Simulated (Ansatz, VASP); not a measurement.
**Tl3Ru in VASP and in Ansatz**

```xyz
4
Lattice="4.5307 0.0000 0.0000 0.0000 4.5307 0.0000 0.0000 0.0000 4.5307" Properties=species:S:1:pos:R:3 pbc="T T T"
Tl    0.0000    2.2653    2.2653
Tl    2.2653    0.0000    2.2653
Tl    2.2653    2.2653    0.0000
Ru    0.0000    0.0000    0.0000
```

Alike in both runs: functional PBE; k mesh 10 × 10 × 10; occupations gaussian, width 0.1 eV; no spin polarisation.

Ansatz relaxed the structure, and its values are those at the end. VASP's run is a single point on that final structure, the one shown.

```csv
,VASP,Ansatz
version,VASP 6.6.1,Ansatz 0.2.0
potentials or method,"VASP PAW PBE potentials, release 64 (Tl_d, Ru_pv), cutoff 520 eV","scalar-relativistic, plane waves, PAW"
valence electrons in the cell,53,55
```

```tsv
	VASP	Ansatz	Ansatz less VASP
gap on the k mesh at the Fermi level (eV)	none	none	-
pressure (GPa)	0.0	0.0	+0.03
```

A gap of «none» marks a metal or a gap that the smearing closes. The functional is the same, so the differences come from potentials, cutoffs and numerics. VASP's potentials hold 53 valence electrons a cell and Ansatz's 55, so a difference there can come from the potentials and not from the codes.

Spin-orbit coupling is off throughout.
